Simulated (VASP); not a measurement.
# Se (P3_121) in VASP: a series of runs

Se is run at these levels: LDA, PBEsol; tasks: single point.

All numbers are computed with VASP 6.6.1; they aren't measurements. Logs are shortened: lines on timing, memory, paths and dates and some standing lists are left out, and cuts for length are marked.

## 1. The cell of the first run

Symmetry: P3_121, No. 152, trigonal system. Conventional cell: a = 4.366 Å, b = 4.366 Å, c = 4.954 Å, α = 90.00°, β = 90.00°, γ = 120.00°. Se (site symmetry 2) has 2 Se at 2.37 Å within 3.1 Å.

## 2. Single point, LDA

Input file INCAR:

```
ALGO = Normal ; EDIFF = 1E-7
ENCUT = 520 ; GGA = CA
ISIF = 2 ; ISMEAR = -1
LASPH = T ; LCHARG = T
LELF = T ; LREAL = F
LVHAR = T ; LWAVE = F
NBANDS = 16 ; NELM = 60
PREC = Accurate ; SIGMA = 0.05
```

Input file KPOINTS:

```
k-points
0
Gamma
  7 7 6
```

Input file POSCAR:

```
Se
1.0
    4.3662000000      0.0000000000      0.0000000000
   -2.1831000000      3.7812401180      0.0000000000
    0.0000000000      0.0000000000      4.9536000000
Se
3
Direct
    0.7746000000      0.7746000000      0.0000000000
    0.0000000000      0.2254000000      0.6666666667
    0.2254000000      0.0000000000      0.3333333333
```

Potentials or basis: VASP PAW LDA potentials, release 64 (Se).

On the command line:

```bash
cat potpaw_LDA.64/Se/POTCAR > POTCAR
mpirun -np 1 vasp_std > vasp.out
```

OUTCAR:

```text
EDIFF = 1E-7
   ENCUT = 520
   GGA = CA
   ISIF = 2
   ISMEAR = -1
   LASPH = T
   LREAL = F
   NELM = 60
   PREC = Accurate

 ion  position               nearest neighbor table
   1  0.775  0.775  0.000-   2 2.37   3 2.37
   2  0.000  0.225  0.667-   1 2.37   3 2.37
   3  0.225  0.000  0.333-   1 2.37   2 2.37

  LATTYP: Found a hexagonal cell.
 ALAT       =     4.3662000000
 C/A-ratio  =     1.1345334616

  Lattice vectors:

 A1 = (   4.3662000000,   0.0000000000,   0.0000000000)
 A2 = (  -2.1831000000,   3.7812401180,   0.0000000000)
 A3 = (   0.0000000000,   0.0000000000,   4.9536000000)

Analysis of symmetry for initial positions (statically):
=====================================================================
 Subroutine PRICEL returns:
 Original cell was already a primitive cell.

 Routine SETGRP: Setting up the symmetry group for a
 hexagonal supercell.

 Subroutine GETGRP returns: Found  6 space group operations
 (whereof  2 operations were pure point group operations)
 out of a pool of 24 trial point group operations.

The static configuration has the point symmetry C_2 .
 The point group associated with its full space group is D_3 .

Analysis of symmetry for dynamics (positions and initial velocities):
=====================================================================
 Subroutine PRICEL returns:
 Original cell was already a primitive cell.

 Routine SETGRP: Setting up the symmetry group for a
 hexagonal supercell.

 Subroutine GETGRP returns: Found  6 space group operations
 (whereof  2 operations were pure point group operations)
 out of a pool of 24 trial point group operations.

The dynamic configuration has the point symmetry C_2 .
 The point group associated with its full space group is D_3 .

 Subroutine INISYM returns: Found  6 space group operations
 (whereof  2 operations are pure point group operations),
 and found     1 'primitive' translations

----------------------------------------------------------------------------------------

                                     Primitive cell

  volume of cell :      81.7822

  direct lattice vectors                    reciprocal lattice vectors
     4.366200000  0.000000000  0.000000000     0.229032110  0.132231751  0.000000000
    -2.183100000  3.781240118  0.000000000     0.000000000  0.264463501  0.000000000
     0.000000000  0.000000000  4.953600000     0.000000000  0.000000000  0.201873385

  length of vectors
     4.366200000  4.366200000  4.953600000     0.264463501  0.264463501  0.201873385

  position of ions in fractional coordinates (direct lattice)
     0.774600000  0.774600000  0.000000000
     0.000000000  0.225400000  0.666666667
     0.225400000  0.000000000  0.333333333

  ion indices of the primitive-cell ions
   primitive index   ion index
                 1           1
                 2           2
                 3           3

----------------------------------------------------------------------------------------

 KPOINTS: k-points

Automatic generation of k-mesh.
 Grid dimensions read from file:
 generate k-points for:    7    7    6

 Generating k-lattice:

  Cartesian coordinates                     Fractional coordinates (reciprocal lattice)
     0.032718873  0.018890250  0.000000000     0.142857143  0.000000000  0.000000000
     0.000000000  0.037780500  0.000000000     0.000000000  0.142857143  0.000000000
     0.000000000  0.000000000  0.033645564     0.000000000  0.000000000  0.166666667

  Length of vectors
     0.037780500  0.037780500  0.033645564

  Shift w.r.t. Gamma in fractional coordinates (k-lattice)
     0.000000000  0.000000000  0.000000000

 Subroutine IBZKPT returns following result:
 ===========================================

 Found     40 irreducible k-points:

 Following reciprocal coordinates:
            Coordinates               Weight
  0.000000  0.000000  0.000000      1.000000
  0.142857  0.000000  0.000000      6.000000
  0.285714 -0.000000  0.000000      6.000000
  0.428571  0.000000  0.000000      6.000000
  0.142857  0.142857  0.000000      6.000000
  0.285714  0.142857  0.000000     12.000000
[... 16 lines left out ...]
  0.000000  0.142857  0.333333      6.000000
  0.285714 -0.000000  0.333333      6.000000
 [... further k-points ...]
   k-points           NKPTS =     40   k-points in BZ     NKDIM =     40   number of bands    NBANDS=     16
   number of dos      NEDOS =    301   number of ions     NIONS =      3
   total plane-waves  NPLWV =  40960
   dimension x,y,z NGX =    32 NGY =   32 NGZ =   40
   dimension x,y,z NGXF=    64 NGYF=   64 NGZF=   80
   ions per type =               3
   NGX,Y,Z   is equivalent  to a cutoff of  12.18, 12.18, 13.42 a.u.
   NGXF,Y,Z  is equivalent  to a cutoff of  24.37, 24.37, 26.85 a.u.
 SYSTEM =  unknown system
   PREC   = accura    normal or accurate (medium, high low for compatibility)
   ISTART =      0    job   : 0-new  1-cont  2-samecut
   ICHARG =      2    charge: 1-file 2-atom 10-const
   ISPIN  =      1    spin polarized calculation?
   LNONCOLLINEAR =      F non collinear calculations
   LSORBIT =      F    spin-orbit coupling
   LASPH  =      T    aspherical Exc in radial PAW
   ENCUT  =  520.0 eV  38.22 Ry    6.18 a.u.   8.12  8.12  9.21*2*pi/ulx,y,z
   NELM   =     60;   NELMIN=  2; NELMDL= -5     # of ELM steps
   EDIFF  = 0.1E-06   stopping-criterion for ELM
   LREAL  =      F    real-space projection
   EDIFFG = 0.1E-05   stopping-criterion for IOM
   NSW    =      0    number of steps for IOM
   IBRION =     -1    ionic relax: 0-MD 1-quasi-New 2-CG
   NFREE  =      0    steps in history (QN), initial steepest desc. (CG)
   ISIF   =      2    stress and relaxation
   ISYM   =      2    0-nonsym 1-usesym 2-fastsym
   POTIM  = 0.5000    time-step for ionic-motion
   TEBEG  =    0.0;   TEEND  =   0.0 temperature during run
   PSTRESS=    0.0 pullay stress
   NELECT =      18.0000    total number of electrons
   NUPDOWN=      -1.0000    fix difference up-down
   EMIN   =  10.00;   EMAX   =-10.00  energy-range for DOS
   EFERMI =   0.00;   METHOD = LEGACY
   ISMEAR =    -1;   SIGMA  =   0.05  broadening in eV -4-tet -1-fermi 0-gaus
   EFERMI_NEDOS =   21; number of points for ismear=-14 and -15
   IALGO  =     38    algorithm
   IMIX   =      4    mixing-type and parameters
     AMIX     =   0.40;   BMIX     =  1.00
     AMIX_MAG =   1.60;   BMIX_MAG =  1.00
  volume/ion in A,a.u.               =      27.26       183.96
  Fermi-wavevector in a.u.,A,eV,Ry     =   0.988430  1.867862 13.292817  0.976995
  Thomas-Fermi vector in A             =   2.119956
   LORBIT       =      0    0 simple, 1 ext, 2 COOP (PROOUT), +10 PAW based schemes
   GGA     = CA    functional components
   LHFCALC =     F    Hartree Fock is set to
   AEXX    =    0.0000 exact exchange contribution
   IVDW    =     0    specifies the selected vdW correction
   LEPSILON=     F    determine dielectric tensor
   LRPA    =     F    only Hartree local field effects (RPA)
 non-spin polarized calculation
  energy-cutoff  :      520.00
  volume of cell :       81.78
 maximum number of plane-waves:      2214
   NGX = 17   NGY = 17   NGZ = 19

 number of electron      18.0000000 magnetization

 Free energy of the ion-electron system (eV)
  ---------------------------------------------------
  ext. energy  EPLUGINS =         0.00000000
  ---------------------------------------------------
  free energy    TOTEN  =       -12.32424016 eV

  energy without entropy =      -12.32423923  energy(sigma->0) =      -12.32423969

 E-fermi :   3.2098     XC(G=0):  -9.1839

 val. band max:        2.6593748612   @ k =   0.4286   0.1429   0.5000
 cond. band min:       3.7508793357   @ k =   0.0000   0.0000   0.5000
 fundamental gap:      1.0915044745
 Fermi energy:         3.2098253374

 k-point     1 :       0.0000    0.0000    0.0000
  band No.  band energies     occupation
      1     -13.2160      2.00000
      2      -9.0968      2.00000
      3      -9.0968      2.00000
      4      -1.1901      2.00000
      5      -1.1901      2.00000
      6      -1.1319      2.00000
[... 8 lines left out ...]
     15       8.9652      0.00000
     16      10.9741      0.00000

 k-point     2 :       0.1429    0.0000    0.0000
  band No.  band energies     occupation
      1     -13.1370      2.00000
      2      -9.1688      2.00000
      3      -9.0891      2.00000
      4      -1.7896      2.00000
      5      -1.4449      2.00000
      6      -0.9334      2.00000
[... 8 lines left out ...]
     15       9.6083      0.00000
     16      10.9040      0.00000

 k-point     3 :       0.2857   -0.0000    0.0000
  band No.  band energies     occupation
      1     -12.9410      2.00000
      2      -9.3655      2.00000
      3      -9.0712      2.00000
      4      -2.3186      2.00000
      5      -1.8131      2.00000
      6      -0.9691      2.00000
[... 8 lines left out ...]
     15      10.7049      0.00000
     16      11.6441      0.00000

 k-point     4 :       0.4286    0.0000    0.0000
  band No.  band energies     occupation
      1     -12.7593      2.00000
      2      -9.5640      2.00000
      3      -9.0563      2.00000
      4      -2.5096      2.00000
      5      -2.0470      2.00000
      6      -0.8764      2.00000
[... 8 lines left out ...]
     15      11.8478      0.00000
     16      12.5259      0.00000
[... 324 lines left out ...]
 k-point    22 :       0.1429    0.0000    0.3333
  band No.  band energies     occupation
      1     -12.6215      2.00000
      2     -11.1642      2.00000
      3      -7.3660      2.00000
      4      -2.1659      2.00000
      5      -1.2965      2.00000
      6      -0.7147      2.00000
[... 8 lines left out ...]
     15      10.1753      0.00000
     16      10.3949      0.00000

 k-point    23 :       0.0000    0.1429    0.3333
  band No.  band energies     occupation
      1     -12.6205      2.00000
      2     -11.1675      2.00000
      3      -7.3543      2.00000
      4      -2.1991      2.00000
      5      -1.3887      2.00000
      6      -0.7399      2.00000
[... 8 lines left out ...]
     15       9.9624      0.00000
     16      10.6947      0.00000

 k-point    24 :       0.2857   -0.0000    0.3333
  band No.  band energies     occupation
      1     -12.4463      2.00000
      2     -11.0538      2.00000
      3      -7.7674      2.00000
      4      -2.5249      2.00000
      5      -1.8057      2.00000
      6      -0.9426      2.00000
[... 8 lines left out ...]
     15      10.1187      0.00000
     16      10.7257      0.00000

 [... further k-points ...]

------------------------ aborting loop because EDIFF is reached ----------------------------------------

  FORCE on cell =-STRESS in cart. coord.  units (eV):
  Direction    XX          YY          ZZ          XY          YZ          ZX
  --------------------------------------------------------------------------------------
  -------------------------------------------------------------------------------------
  Total       -0.7922704     -0.7922704     -0.0511319      0.0000000      0.0000000      0.0000000
  in kB      -15.5211958    -15.5211958     -1.0017132      0.0000000      0.0000000      0.0000000
  external PRESSURE =     -10.6813682 kB  Pullay stress =       0.0000000 kB

 VOLUME and BASIS-vectors are now :
 -----------------------------------------------------------------------------
  energy-cutoff  :      520.00
  volume of cell :       81.78
      direct lattice vectors                 reciprocal lattice vectors
     4.366200000  0.000000000  0.000000000     0.229032110  0.132231751  0.000000000
    -2.183100000  3.781240118  0.000000000     0.000000000  0.264463501  0.000000000
     0.000000000  0.000000000  4.953600000     0.000000000  0.000000000  0.201873385

 POSITION                                       TOTAL-FORCE (eV/Angst)
 -----------------------------------------------------------------------------------
      1.69103      2.92895      0.00000        -0.131483     -0.227735      0.000000
     -0.49207      0.85229      3.30240        -0.131483      0.227735      0.000000
      0.98414      0.00000      1.65120         0.262966      0.000000     -0.000000
 -----------------------------------------------------------------------------------
    total drift:                                0.000001      0.000001     -0.000000

  FREE ENERGIE OF THE ION-ELECTRON SYSTEM (eV)
  ---------------------------------------------------
  free  energy   TOTEN  =       -12.3242401570 eV

  energy  without entropy=      -12.3242392267  energy(sigma->0) =      -12.32423969
```

It took 36 s on 1 thread of Intel Xeon Platinum 8259CL at 2.50GHz (Skylake/Cascade Lake), shared host; peak memory 0.17 GiB.

What came out:

```yaml
Free_energy: -12.3242 eV
Pressure: -1.1 GPa
Largest_force: 0.263 eV/Å
Band_gap_on_the_k_mesh: 1.09 eV, indirect (least direct gap 1.39 eV)
```

Forces on the atoms (eV/Å):
```
Se  -0.131 -0.228  0.000
Se  -0.131  0.228  0.000
Se   0.263  0.000  0.000
```

Stress tensor (GPa, compression positive):
```
-1.55  0.00  0.00
 0.00 -1.55  0.00
 0.00  0.00 -0.10
```

Levels at points of the mesh, in eV from the valence-band top:
| k point | band 5 | band 6 | band 7 | band 8 | band 9 | band 10 | band 11 | band 12 | band 13 | band 14 |
| --- | --- | --- | --- | --- | --- | --- | --- | --- | --- | --- |
| (0.00, 0.00, 0.00) | -3.85 | -3.79 | -2.05 | -2.05 | -0.40 | 1.80 | 1.80 | 2.09 | 5.89 | 6.31 |
| (0.00, 0.00, 0.50) | -3.39 | -3.39 | -1.57 | -1.57 | -1.11 | 1.09 | 1.09 | 1.21 | 6.15 | 7.10 |

A k mesh can miss the band edges.

## 3. Single point, PBEsol

Input file INCAR:

```
SYSTEM = Se
ALGO = Normal ; EDIFF = 1E-6
ENCUT = 520 ; GGA = PS
ISIF = 2 ; ISMEAR = -1
LASPH = .True. ; LCHARG = .False.
LREAL = .False. ; LWAVE = .False.
NBANDS = 16 ; NELM = 80
PREC = Accurate ; SIGMA = 0.05
```

Input file KPOINTS:

```
k-points
0
Gamma
  7 7 6
  0 0 0
```

POSCAR is that of step 2.

Potentials or basis: VASP PAW PBE potentials, release 64 (Se).

On the command line:

```bash
cat potpaw_PBE.64/Se/POTCAR > POTCAR
mpirun -np 1 vasp_std > vasp.out
```

Wall time 50 s (1 thread of Intel Xeon Platinum 8259CL at 2.50GHz (Skylake/Cascade Lake), shared host); peak memory 0.2 GiB.

The run converged. Its results:

- Free energy: -11.4862 eV
- Pressure: 0.4 GPa
- Largest force: 0.333 eV/Å
- Band gap on the k mesh: 1.14 eV, indirect (least direct gap 1.43 eV)

Forces in eV/Å, atoms in the order of the input:
```
Se  -0.167 -0.289  0.000
Se  -0.167  0.289  0.000
Se   0.333  0.000  0.000
```

Stress tensor (GPa, compression positive):
```
-0.16  0.00  0.00
 0.00 -0.16  0.00
 0.00  0.00  1.40
```

Levels at points of the mesh, in eV from the valence-band top:
```
           k point  band 7  band 8  band 9  band 10  band 11  band 12
(0.00, 0.00, 0.00)   -2.07   -2.07   -0.41     1.84     1.84     2.13
(0.00, 0.00, 0.50)   -1.57   -1.57   -1.13     1.14     1.14     1.24
```

Caveat: the PAW data sets were made with another functional, which shifts forces and pressure a little. A k mesh can miss the band edges.
